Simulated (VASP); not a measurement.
Wanted: the native input for a VASP 6.6.1 run.

- Task: single point
- Functional: LDA
- Potentials or basis: VASP PAW LDA potentials, release 64 (W_sv, Se)
- Cutoff: 520 eV
- k mesh: 9 × 9 × 2
- Occupations: gaussian, width 0.05 eV
- Spin: no spin polarisation
- Dipole correction: no
- Further INCAR settings: ALGO = Normal; EDIFF = 1e-06; NBANDS = 35

The structure of WSe2 lies in POSCAR:

```
WSe2
1.0
    3.2486079436      0.0000000000      0.0000000000
   -1.6243039718      2.8133770061      0.0000000000
    0.0000000000      0.0000000000     23.6283233151
W Se
2 4
Direct
    0.6666666667      0.3333333333      0.1354666708
    0.3333333333      0.6666666667      0.8645333292
    0.3333333333      0.6666666667      0.2058884835
    0.6666666667      0.3333333333      0.9351101390
    0.3333333333      0.6666666667      0.0648898610
    0.6666666667      0.3333333333      0.7941115165
```

One way to write it, as run:

INCAR

```
SYSTEM = WSe2
ALGO = Normal
EDIFF = 1E-6
ENCUT = 520
ISIF = 2
ISMEAR = 0
LASPH = .TRUE.
LCHARG = .TRUE.
LELF = .TRUE.
LREAL = .FALSE.
LVHAR = .TRUE.
LWAVE = .FALSE.
NBANDS = 35
NELM = 80
PREC = Accurate
SIGMA = 0.05
```

KPOINTS

```
k-points
0
G
  9 9 2
  0 0 0
```

Potentials or basis: VASP PAW LDA potentials, release 64 (W_sv, Se).

Launch:

```console
$ cat potpaw_LDA.64/W_sv/POTCAR potpaw_LDA.64/Se/POTCAR > POTCAR
$ mpirun -np 1 vasp_std > vasp.out
```

It gave:

```
Largest force          : 0.105 eV/Å
Band gap on the k mesh : 1.38 eV (least direct gap 1.69 eV)
```

Caveat: spin-orbit coupling is left out, which moves the levels of the heavy elements.

Wall time 6.2 min on 1 thread of AMD EPYC 7R43 64-Core Processor (Zen 3) (shared host), peak memory 0.3 GiB.
